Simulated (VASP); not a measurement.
# Te (P3_121) in VASP: notebook

Runs on Te. Level: LDA. Tasks: single point.

All numbers are computed with VASP 6.6.1; they aren't measurements. Logs are shortened: lines on timing, memory, paths and dates and some standing lists are left out, and cuts for length are marked.

## (1) The cell of the first run

The structure is trigonal, space group P3_121 (No. 152). Conventional cell: a = 4.353 Å, b = 4.353 Å, c = 5.982 Å, α = 90.00°, β = 90.00°, γ = 120.00°. Te (site symmetry 2) has 6 Te at 2.93 to 3.37 Å within 3.9 Å.

## (2) Single point, LDA (32.72 Å³/atom)

Contents of INCAR:

```
PREC     = Accurate       # precision mode
ENCUT    = 520            # plane-wave cutoff, eV
EDIFF    = 1E-6           # SCF threshold, eV
ISMEAR   = -1             # smearing method
SIGMA    = 0.05           # smearing width, eV
LREAL    = F              # projectors in reciprocal space
LASPH    = T              # aspherical terms in the spheres
NELM     = 80             # most SCF steps
ALGO     = Normal         # electronic algorithm
ISIF     = 2              # what is computed and relaxed
LWAVE    = F              # write WAVECAR
LCHARG   = T              # write CHGCAR
GGA      = CA             # functional
LELF     = T              # ELF
LVHAR    = T            
NBANDS   = 16             # bands
```

Contents of KPOINTS:

```
regular mesh
0
Gamma
  8 8 5
```

Contents of POSCAR:

```
Te
1.0
    4.3531744164      0.0000000000      0.0000000000
   -2.1765872082      3.7699596317      0.0000000000
    0.0000000000      0.0000000000      5.9818005758
Te
3
Direct
    0.2855404174      1.0000000000      0.3333333333
    1.0000000000      0.2855404174      0.6666666667
    0.7144595826      0.7144595826      1.0000000000
```

Potentials or basis: VASP PAW LDA potentials, release 64 (Te).

Started as:

```console
$ cat potpaw_LDA.64/Te/POTCAR > POTCAR
$ mpirun -np 1 vasp_std > vasp.out
```

OUTCAR:

```text
PREC = Accurate
   ENCUT = 520
   EDIFF = 1E-6
   ISMEAR = -1
   LREAL = F
   LASPH = T
   NELM = 80
   ISIF = 2
   GGA = CA

 ion  position               nearest neighbor table
   1  0.286  0.000  0.333-   3 2.93   2 2.93   3 3.37   3 3.37   2 3.37   2 3.37
   2  0.000  0.286  0.667-   3 2.93   1 2.93   3 3.37   3 3.37   1 3.37   1 3.37
   3  0.714  0.714  0.000-   2 2.93   1 2.93   1 3.37   2 3.37   2 3.37   1 3.37

  LATTYP: Found a hexagonal cell.
 ALAT       =     4.3531744164
 C/A-ratio  =     1.3741238011

  Lattice vectors:

 A1 = (   4.3531744164,   0.0000000000,   0.0000000000)
 A2 = (  -2.1765872082,   3.7699596317,   0.0000000000)
 A3 = (   0.0000000000,   0.0000000000,   5.9818005758)

Analysis of symmetry for initial positions (statically):
=====================================================================
 Subroutine PRICEL returns:
 Original cell was already a primitive cell.

 Routine SETGRP: Setting up the symmetry group for a
 hexagonal supercell.

 Subroutine GETGRP returns: Found  6 space group operations
 (whereof  2 operations were pure point group operations)
 out of a pool of 24 trial point group operations.

The static configuration has the point symmetry C_2 .
 The point group associated with its full space group is D_3 .

Analysis of symmetry for dynamics (positions and initial velocities):
=====================================================================
 Subroutine PRICEL returns:
 Original cell was already a primitive cell.

 Routine SETGRP: Setting up the symmetry group for a
 hexagonal supercell.

 Subroutine GETGRP returns: Found  6 space group operations
 (whereof  2 operations were pure point group operations)
 out of a pool of 24 trial point group operations.

The dynamic configuration has the point symmetry C_2 .
 The point group associated with its full space group is D_3 .

 Subroutine INISYM returns: Found  6 space group operations
 (whereof  2 operations are pure point group operations),
 and found     1 'primitive' translations

----------------------------------------------------------------------------------------

                                     Primitive cell

  volume of cell :      98.1691

  direct lattice vectors                    reciprocal lattice vectors
     4.353174416  0.000000000  0.000000000     0.229717421  0.132627415  0.000000000
    -2.176587208  3.769959632  0.000000000     0.000000000  0.265254830  0.000000000
[... 82 lines left out ...]
   LNONCOLLINEAR =      F non collinear calculations
   LSORBIT =      F    spin-orbit coupling
   LASPH  =      T    aspherical Exc in radial PAW
   ENCUT  =  520.0 eV  38.22 Ry    6.18 a.u.   8.09  8.09 11.12*2*pi/ulx,y,z
   NELM   =     80;   NELMIN=  2; NELMDL= -5     # of ELM steps
   EDIFF  = 0.1E-05   stopping-criterion for ELM
   LREAL  =      F    real-space projection
   EDIFFG = 0.1E-04   stopping-criterion for IOM
   NSW    =      0    number of steps for IOM
   IBRION =     -1    ionic relax: 0-MD 1-quasi-New 2-CG
   NFREE  =      0    steps in history (QN), initial steepest desc. (CG)
   ISIF   =      2    stress and relaxation
   ISYM   =      2    0-nonsym 1-usesym 2-fastsym
   POTIM  = 0.5000    time-step for ionic-motion
   TEBEG  =    0.0;   TEEND  =   0.0 temperature during run
   PSTRESS=    0.0 pullay stress
   NELECT =      18.0000    total number of electrons
   NUPDOWN=      -1.0000    fix difference up-down
   EMIN   =  10.00;   EMAX   =-10.00  energy-range for DOS
   EFERMI =   0.00;   METHOD = LEGACY
   ISMEAR =    -1;   SIGMA  =   0.05  broadening in eV -4-tet -1-fermi 0-gaus
   EFERMI_NEDOS =   21; number of points for ismear=-14 and -15
   IALGO  =     38    algorithm
   IMIX   =      4    mixing-type and parameters
     AMIX     =   0.40;   BMIX     =  1.00
     AMIX_MAG =   1.60;   BMIX_MAG =  1.00
  volume/ion in A,a.u.               =      32.72       220.83
  Fermi-wavevector in a.u.,A,eV,Ry     =   0.930052  1.757544 11.769006  0.864998
  Thomas-Fermi vector in A             =   2.056400
   LORBIT       =      0    0 simple, 1 ext, 2 COOP (PROOUT), +10 PAW based schemes
   GGA     = CA    functional components
   LHFCALC =     F    Hartree Fock is set to
   AEXX    =    0.0000 exact exchange contribution
   IVDW    =     0    specifies the selected vdW correction
   LEPSILON=     F    determine dielectric tensor
   LRPA    =     F    only Hartree local field effects (RPA)
 non-spin polarized calculation
  energy-cutoff  :      520.00
  volume of cell :       98.17
 maximum number of plane-waves:      2666
   NGX = 17   NGY = 17   NGZ = 23

 number of electron      17.9999999 magnetization

 Free energy of the ion-electron system (eV)
  ---------------------------------------------------
  ext. energy  EPLUGINS =         0.00000000
  ---------------------------------------------------
  free energy    TOTEN  =       -11.38734025 eV

  energy without entropy =      -11.38694150  energy(sigma->0) =      -11.38714088

 E-fermi :   6.3152     XC(G=0):  -9.4816

 val. band max:        6.0644374980   @ k =   0.3750   0.2500   0.4000
 cond. band min:       6.5074223885   @ k =   0.0000   0.0000   0.4000
 fundamental gap:      0.4429848904
 Fermi energy:         6.3151757958

 k-point     1 :       0.0000    0.0000    0.0000
  band No.  band energies     occupation
      1      -7.4767      2.00000
      2      -4.1991      2.00000
      3      -4.1991      2.00000
      4       3.4040      2.00000
      5       3.7036      2.00000
      6       3.7036      2.00000
[... 433 lines left out ...]
      3      -4.1089      2.00000
      4       1.0278      2.00000
      5       1.8506      2.00000
      6       2.5372      2.00000
[... 8 lines left out ...]
     15      13.8152      0.00000
     16      14.1438      0.00000

 [... further k-points ...]
[... 5 lines left out ...]
  --------------------------------------------------------------------------------------
  -------------------------------------------------------------------------------------
  Total       -1.1649421     -1.1649421     -1.4719436     -0.0000000      0.0000000      0.0000000
  in kB      -19.0125434    -19.0125434    -24.0229889     -0.0000000      0.0000000      0.0000000
  external PRESSURE =     -20.6826919 kB  Pullay stress =       0.0000000 kB

 VOLUME and BASIS-vectors are now :
 -----------------------------------------------------------------------------
  energy-cutoff  :      520.00
  volume of cell :       98.17
      direct lattice vectors                 reciprocal lattice vectors
     4.353174416  0.000000000  0.000000000     0.229717421  0.132627415  0.000000000
    -2.176587208  3.769959632  0.000000000     0.000000000  0.265254830  0.000000000
     0.000000000  0.000000000  5.981800576     0.000000000  0.000000000  0.167173744

 POSITION                                       TOTAL-FORCE (eV/Angst)
 -----------------------------------------------------------------------------------
      1.24301      0.00000      1.99393        -0.114016     -0.000000      0.000000
     -0.62150      1.07648      3.98787         0.057008     -0.098740     -0.000000
      1.55508      2.69348      0.00000         0.057008      0.098740     -0.000000
 -----------------------------------------------------------------------------------
    total drift:                                0.000000      0.000000     -0.000000

  FREE ENERGIE OF THE ION-ELECTRON SYSTEM (eV)
  ---------------------------------------------------
  free  energy   TOTEN  =       -11.3873402544 eV

  energy  without entropy=      -11.3869415048  energy(sigma->0) =      -11.38714088
```

It took 66 s on 1 thread of Intel Xeon 8259CL, shared host; peak memory 0.2 GiB.

Results:

- Free energy: -11.3873 eV
- Pressure: -2.1 GPa
- Largest force: 0.114 eV/Å
- Band gap on the k mesh: 0.44 eV (least direct gap 0.57 eV)

Forces in eV/Å, atoms in the order of the input:
```
Te  -0.114  0.000  0.000
Te   0.057 -0.099  0.000
Te   0.057  0.099  0.000
```

Stress tensor (GPa, compression positive):
```
-1.90  0.00  0.00
 0.00 -1.90  0.00
 0.00  0.00 -2.40
```

Caveat: spin-orbit coupling is left out, which moves the levels of the heavy elements; an odd mesh through Γ misses points on the zone boundary, where band edges can lie.

[end of part 1 of 2]
